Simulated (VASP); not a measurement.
# ZnS (Cm) in VASP: single point with r2SCAN

Aim: the single point of ZnS with r2SCAN.

All numbers are computed with VASP 6.6.1; they aren't measurements. Logs are shortened: lines on timing, memory, paths and dates and some standing lists are left out, and cuts for length are marked.

**1. The cell of the first run**

Symmetry: Cm, No. 8, monoclinic system. The conventional cell has a = 6.625 Å, b = 3.825 Å, c = 9.938 Å, α = 90.00°, β = 109.47°, γ = 90.00°. Within 3.1 Å of Zn (site symmetry m) lie 5 S at 2.34 to 3.02 Å. Zn (site symmetry m) has 4 S at 2.34 Å within 3.1 Å. Within 3.1 Å of Zn (site symmetry m) lie 4 S at 2.34 Å. Within 3.1 Å of S (site symmetry m) lie 5 Zn at 2.34 to 3.02 Å. Within 3.1 Å of S (site symmetry m) lie 4 Zn at 2.34 Å. S (site symmetry m) has 4 Zn at 2.34 Å within 3.1 Å.

**2. Single point, r2SCAN**

File POSCAR:

```
ZnS
1.0
    2.7046500000     -2.7046500000      0.0000000000
    2.7046500000      0.0000000000     -2.7046500000
    6.7616250000      4.0569750000      5.4093000000
Zn S
3 3
Direct
    0.6041500000      0.6666666667      0.1250333333
   -0.3958500000      0.0000000000      0.7917000000
    0.1041500000      0.3333333333      0.4583666667
    0.2291500000      0.6666666667      0.8750333333
    0.7291500000      1.0000000000      0.5417000000
    0.2291500000      0.3333333333      0.2083666667
```

File INCAR.step1:

```
SYSTEM = ZnS
PREC = Accurate ; ENCUT = 520
ISMEAR = 0 ; SIGMA = 0.05
LREAL = .FALSE. ; LASPH = .TRUE.
NELM = 100 ; ISYM = 0
NBANDS = 36 ; GGA = PE
ALGO = Normal ; EDIFF = 1E-4
LWAVE = .TRUE. ; LCHARG = .FALSE.
```

File INCAR.step2:

```
SYSTEM = ZnS
PREC = Accurate ; ENCUT = 520
EDIFF = 1E-7 ; ISMEAR = 0
SIGMA = 0.05 ; LREAL = .FALSE.
LASPH = .TRUE. ; NELM = 100
ALGO = Normal ; ISIF = 2
LWAVE = .FALSE. ; LCHARG = .FALSE.
METAGGA = R2SCAN ; LMIXTAU = .TRUE.
ISYM = 0 ; NBANDS = 36
ISTART = 1
```

File KPOINTS:

```
regular mesh
0
G
  7 7 3
  0 0 0
```

Potentials or basis: VASP PAW PBE potentials, release 64 (Zn, S).

Launch:

```console
$ cat potpaw_PBE.64/Zn/POTCAR potpaw_PBE.64/S/POTCAR > POTCAR
$ cp INCAR.step1 INCAR
$ mpirun -np 1 vasp_std > vasp.out
$ cp INCAR.step2 INCAR
$ mpirun -np 1 vasp_std > vasp.out
```

OUTCAR:

```text
SYSTEM = ZnS
   PREC = Accurate
   ENCUT = 520
   EDIFF = 1E-7
   ISMEAR = 0
   LREAL = .FALSE.
   LASPH = .TRUE.
   NELM = 100
   ISIF = 2
   METAGGA = R2SCAN
   ISYM = 0
   ISTART = 1

 ion  position               nearest neighbor table
   1  0.604  0.667  0.125-   6 2.34   6 2.34   6 2.34
   2  0.604  0.000  0.792-   4 2.34   4 2.34   5 2.34   4 2.34
   3  0.104  0.333  0.458-   5 2.34   5 2.34   5 2.34   6 2.34
   4  0.229  0.667  0.875-   2 2.34   2 2.34   2 2.34
   5  0.729  0.000  0.542-   3 2.34   3 2.34   3 2.34   2 2.34
   6  0.229  0.333  0.208-   1 2.34   3 2.34   1 2.34   1 2.34

IMPORTANT INFORMATION: All symmetrisations will be switched off!
NOSYMM: (Re-)initialisation of all symmetry stuff for point group C_1.

----------------------------------------------------------------------------------------

                                     Primitive cell

  volume of cell :     118.7092

  direct lattice vectors                    reciprocal lattice vectors
     2.704650000 -2.704650000  0.000000000     0.092433402 -0.277300205  0.092433402
     2.704650000  0.000000000 -2.704650000     0.123244536  0.123244536 -0.246489071
     6.761625000  4.056975000  5.409300000     0.061622268  0.061622268  0.061622268

  length of vectors
     3.824952711  3.824952711  9.562381779     0.306566912  0.301886226  0.106732899

  position of ions in fractional coordinates (direct lattice)
     0.604150000  0.666666667  0.125033333
     0.604150000  1.000000000  0.791700000
     0.104150000  0.333333333  0.458366667
     0.229150000  0.666666667  0.875033333
     0.729150000  1.000000000  0.541700000
     0.229150000  0.333333333  0.208366667

  ion indices of the primitive-cell ions
   primitive index   ion index
                 1           1
                 2           2
                 3           3
                 4           4
                 5           5
                 6           6

----------------------------------------------------------------------------------------

 KPOINTS: regular mesh

Automatic generation of k-mesh.
 Grid dimensions read from file:
 generate k-points for:    7    7    3

 Generating k-lattice:

  Cartesian coordinates                     Fractional coordinates (reciprocal lattice)
     0.013204772 -0.039614315  0.013204772     0.142857143  0.000000000  0.000000000
     0.017606362  0.017606362 -0.035212724     0.000000000  0.142857143  0.000000000
     0.020540756  0.020540756  0.020540756     0.000000000  0.000000000  0.333333333

  Length of vectors
     0.043795273  0.043126604  0.035577633

  Shift w.r.t. Gamma in fractional coordinates (k-lattice)
     0.000000000  0.000000000  0.000000000

 -----------------------------------------------------------------------------
|                                                                             |
|           W    W    AA    RRRRR   N    N  II  N    N   GGGG   !!!           |
|           W    W   A  A   R    R  NN   N  II  NN   N  G    G  !!!           |
|           W    W  A    A  R    R  N N  N  II  N N  N  G       !!!           |
|           W WW W  AAAAAA  RRRRR   N  N N  II  N  N N  G  GGG   !            |
|           WW  WW  A    A  R   R   N   NN  II  N   NN  G    G                |
|           W    W  A    A  R    R  N    N  II  N    N   GGGG   !!!           |
|                                                                             |
|     Your reciprocal lattice and k-lattice belong to different lattice       |
|     classes:                                                                |
|                                                                             |
|        The reciprocal lattice is body-centered orthorhombic,                |
|        whereas your k-lattice is base-centered monoclinic.                  |
|                                                                             |
|     Results are often still useful ...                                      |
|                                                                             |
 -----------------------------------------------------------------------------

 WARNING: IBZKPT: internal override: KBLOWUP is changed to .FALSE.
      ... skipping the blow-up phase ...

 Subroutine IBZKPT returns following result:
 ===========================================

 Found     74 irreducible k-points:

 Following reciprocal coordinates:
            Coordinates               Weight
  0.000000  0.000000  0.000000      1.000000
  0.142857  0.000000  0.000000      2.000000
  0.285714  0.000000  0.000000      2.000000
  0.428571  0.000000 -0.000000      2.000000
  0.000000  0.142857  0.000000      2.000000
  0.142857  0.142857  0.000000      2.000000
[... 16 lines left out ...]
 -0.428571  0.428571  0.000000      2.000000
 -0.285714  0.428571  0.000000      2.000000
 [... further k-points ...]
   k-points           NKPTS =     74   k-points in BZ     NKDIM =     74   number of bands    NBANDS=     36
   number of dos      NEDOS =    301   number of ions     NIONS =      6
   total plane-waves  NPLWV =  56448
   dimension x,y,z NGX =    28 NGY =   28 NGZ =   72
   dimension x,y,z NGXF=    56 NGYF=   56 NGZF=  144
   ions per type =               3   3
   NGX,Y,Z   is equivalent  to a cutoff of  12.17, 12.17, 12.52 a.u.
   NGXF,Y,Z  is equivalent  to a cutoff of  24.34, 24.34, 25.03 a.u.
 SYSTEM =  ZnS
   PREC   = accura    normal or accurate (medium, high low for compatibility)
   ISTART =      1    job   : 0-new  1-cont  2-samecut
   ICHARG =      0    charge: 1-file 2-atom 10-const
   ISPIN  =      1    spin polarized calculation?
   LNONCOLLINEAR =      F non collinear calculations
   LSORBIT =      F    spin-orbit coupling
   LASPH  =      T    aspherical Exc in radial PAW
   ENCUT  =  520.0 eV  38.22 Ry    6.18 a.u.   7.11  7.11 17.78*2*pi/ulx,y,z
   NELM   =    100;   NELMIN=  2; NELMDL=  0     # of ELM steps
   EDIFF  = 0.1E-06   stopping-criterion for ELM
   LREAL  =      F    real-space projection
   EDIFFG = 0.1E-05   stopping-criterion for IOM
   NSW    =      0    number of steps for IOM
   IBRION =     -1    ionic relax: 0-MD 1-quasi-New 2-CG
   NFREE  =      0    steps in history (QN), initial steepest desc. (CG)
   ISIF   =      2    stress and relaxation
   ISYM   =      0    0-nonsym 1-usesym 2-fastsym
   POTIM  = 0.5000    time-step for ionic-motion
   TEBEG  =    0.0;   TEEND  =   0.0 temperature during run
   PSTRESS=    0.0 pullay stress
   NELECT =      54.0000    total number of electrons
   NUPDOWN=      -1.0000    fix difference up-down
   EMIN   =  10.00;   EMAX   =-10.00  energy-range for DOS
   EFERMI =   0.00;   METHOD = LEGACY
   ISMEAR =     0;   SIGMA  =   0.05  broadening in eV -4-tet -1-fermi 0-gaus
   EFERMI_NEDOS =   21; number of points for ismear=-14 and -15
   IALGO  =     38    algorithm
   IMIX   =      4    mixing-type and parameters
     AMIX     =   0.40;   BMIX     =  1.00
     AMIX_MAG =   1.60;   BMIX_MAG =  1.00
  volume/ion in A,a.u.               =      19.78       133.51
  Fermi-wavevector in a.u.,A,eV,Ry     =   1.259055  2.379268 21.568210  1.585219
  Thomas-Fermi vector in A             =   2.392634
   LORBIT       =      0    0 simple, 1 ext, 2 COOP (PROOUT), +10 PAW based schemes
   METAGGA = R2SCAN    functional components
   LHFCALC =     F    Hartree Fock is set to
   AEXX    =    0.0000 exact exchange contribution
   IVDW    =     0    specifies the selected vdW correction
   LEPSILON=     F    determine dielectric tensor
   LRPA    =     F    only Hartree local field effects (RPA)
 non-spin polarized calculation
 Gauss-broadening in eV      SIGMA  =   0.05
  energy-cutoff  :      520.00
  volume of cell :      118.71
 maximum number of plane-waves:      3215
   NGX = 15   NGY = 15   NGZ = 35

 number of electron      53.9999987 magnetization

 Free energy of the ion-electron system (eV)
  ---------------------------------------------------
  ext. energy  EPLUGINS =         0.00000000
  ---------------------------------------------------
  free energy    TOTEN  =       -55.81118426 eV

  energy without entropy =      -55.81118426  energy(sigma->0) =      -55.81118426

 E-fermi :   2.3582     XC(G=0): -10.2999

 val. band max:        2.1238841454   @ k =   0.0000   0.0000   0.0000
 cond. band min:       3.9882918446   @ k =   0.0000   0.0000   0.0000
 fundamental gap:      1.8644076992
 Fermi energy:         2.3582146600

 k-point     1 :       0.0000    0.0000    0.0000
  band No.  band energies     occupation
      1     -11.9099      2.00000
      2     -11.2189      2.00000
      3     -10.7444      2.00000
      4      -5.0503      2.00000
      5      -5.0430      2.00000
      6      -4.9140      2.00000
[... 28 lines left out ...]
     35       9.2028      0.00000
     36       9.2035      0.00000

 k-point     2 :       0.1429    0.0000    0.0000
  band No.  band energies     occupation
      1     -11.7791      2.00000
      2     -11.1241      2.00000
      3     -10.6297      2.00000
      4      -5.0415      2.00000
      5      -5.0162      2.00000
      6      -4.8882      2.00000
[... 28 lines left out ...]
     35       9.4089      0.00000
     36       9.5964      0.00000

 k-point     3 :       0.2857    0.0000    0.0000
  band No.  band energies     occupation
      1     -11.4563      2.00000
      2     -10.8928      2.00000
      3     -10.3597      2.00000
      4      -5.0116      2.00000
      5      -4.9486      2.00000
      6      -4.8083      2.00000
[... 28 lines left out ...]
     35       9.9939      0.00000
     36      10.2873      0.00000

 k-point     4 :       0.4286    0.0000   -0.0000
  band No.  band energies     occupation
      1     -11.1598      2.00000
      2     -10.6853      2.00000
      3     -10.1298      2.00000
      4      -4.9709      2.00000
      5      -4.9019      2.00000
      6      -4.6715      2.00000
[... 28 lines left out ...]
     35      10.4705      0.00000
     36      10.8858      0.00000

 k-point     5 :       0.0000    0.1429    0.0000
  band No.  band energies     occupation
      1     -11.7812      2.00000
      2     -11.1180      2.00000
      3     -10.6375      2.00000
      4      -5.0443      2.00000
      5      -5.0110      2.00000
      6      -4.8871      2.00000
[... 655 lines left out ...]
 k-point    22 :       0.4286    0.4286    0.0000
  band No.  band energies     occupation
      1     -11.1655      2.00000
      2     -10.6707      2.00000
      3     -10.1396      2.00000
      4      -4.9712      2.00000
      5      -4.9018      2.00000
      6      -4.6736      2.00000
[... 28 lines left out ...]
     35      10.7417      0.00000
     36      11.2058      0.00000

 k-point    23 :      -0.4286    0.4286    0.0000
  band No.  band energies     occupation
      1     -11.0838      2.00000
      2     -10.6088      2.00000
      3     -10.0794      2.00000
      4      -4.9368      2.00000
      5      -4.8684      2.00000
      6      -4.6625      2.00000
[... 28 lines left out ...]
     35      10.4706      0.00000
     36      11.1282      0.00000

 k-point    24 :      -0.2857    0.4286    0.0000
  band No.  band energies     occupation
      1     -11.0487      2.00000
      2     -10.5875      2.00000
      3     -10.0604      2.00000
      4      -4.9350      2.00000
      5      -4.7687      2.00000
      6      -4.7216      2.00000
[... 28 lines left out ...]
     35      10.0159      0.00000
     36      10.7854      0.00000

 [... further k-points ...]
[... 5 lines left out ...]
  --------------------------------------------------------------------------------------
  -------------------------------------------------------------------------------------
  Total       -1.9857615     -1.9836667      0.5781607      0.7636062      0.7001237      0.6992401
  in kB      -26.8011366    -26.7728633      7.8032343     10.3061289      9.4493276      9.4374016
  external PRESSURE =     -15.2569218 kB  Pullay stress =       0.0000000 kB

 VOLUME and BASIS-vectors are now :
 -----------------------------------------------------------------------------
  energy-cutoff  :      520.00
  volume of cell :      118.71
      direct lattice vectors                 reciprocal lattice vectors
     2.704650000 -2.704650000  0.000000000     0.092433402 -0.277300205  0.092433402
     2.704650000  0.000000000 -2.704650000     0.123244536  0.123244536 -0.246489071
     6.761625000  4.056975000  5.409300000     0.061622268  0.061622268  0.061622268

 POSITION                                       TOTAL-FORCE (eV/Angst)
 -----------------------------------------------------------------------------------
      4.28254     -1.12676     -1.12676         0.014430      0.023268     -0.050497
      6.98719      1.57789      4.28254         0.039933      0.046966     -0.166995
      4.28254      1.57789      1.57789         0.124305      0.124426      0.189127
      8.33952      2.93022      2.93022         0.148419      0.142825     -0.008769
      5.63487      0.22557      2.93022        -0.154967     -0.160964     -0.132384
      2.93022      0.22557      0.22557        -0.172119     -0.176520      0.169518
 -----------------------------------------------------------------------------------
    total drift:                               -0.002230      0.028324     -0.003033

  FREE ENERGIE OF THE ION-ELECTRON SYSTEM (eV)
  ---------------------------------------------------
  free  energy   TOTEN  =       -55.8111842599 eV

  energy  without entropy=      -55.8111842599  energy(sigma->0) =      -55.81118426
```

Run time: 12 min. Hardware: 1 thread of Intel Xeon Platinum 8488C (Sapphire Rapids), shared host; peak memory 0.4 GiB.

Results:

- Free energy: -55.8112 eV
- Pressure: -1.5 GPa
- Largest force: 0.299 eV/Å
- Band gap on the k mesh: 1.86 eV

Forces on the atoms (eV/Å):
```
Zn   0.014  0.023 -0.050
Zn   0.040  0.047 -0.167
Zn   0.124  0.124  0.189
S    0.148  0.143 -0.009
S   -0.155 -0.161 -0.132
S   -0.172 -0.177  0.170
```

Caveat: the PAW data sets were made with another functional, which shifts forces and pressure a little.
